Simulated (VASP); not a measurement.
The system is Sn.

```
Sn
1.0
     0.00000    3.23808    3.23808
     3.23808    0.00000    3.23808
     3.23808    3.23808    0.00000
Sn
2
Direct
  0.50000 0.50000 0.50000
  0.75000 0.75000 0.75000
```

Base run:

- Program: VASP 6.6.1
- Functional: LDA
- Potentials or basis: VASP PAW LDA potentials, release 64 (Sn_d)
- Cutoff: 520 eV
- k mesh: 5 × 5 × 5
- Occupations: fermi-dirac, width 0.1 eV
- Spin: no spin polarisation

Its results: band gap on the k mesh zero (band 14 reaches 5.53 eV, above the bottom of band 15 at 5.42 eV); pressure 0.2 GPa.

The run is repeated on the same cell with these changes: k mesh from 5 × 5 × 5 to 2 × 2 × 2. What comes out?

Band gap on the k mesh zero (band 14 reaches 5.66 eV, above the bottom of band 15 at 5.46 eV); pressure 8.8 GPa.

Caveats: some runs use coarse meshes; spin-orbit coupling is left out, which moves the levels of the heavy elements.
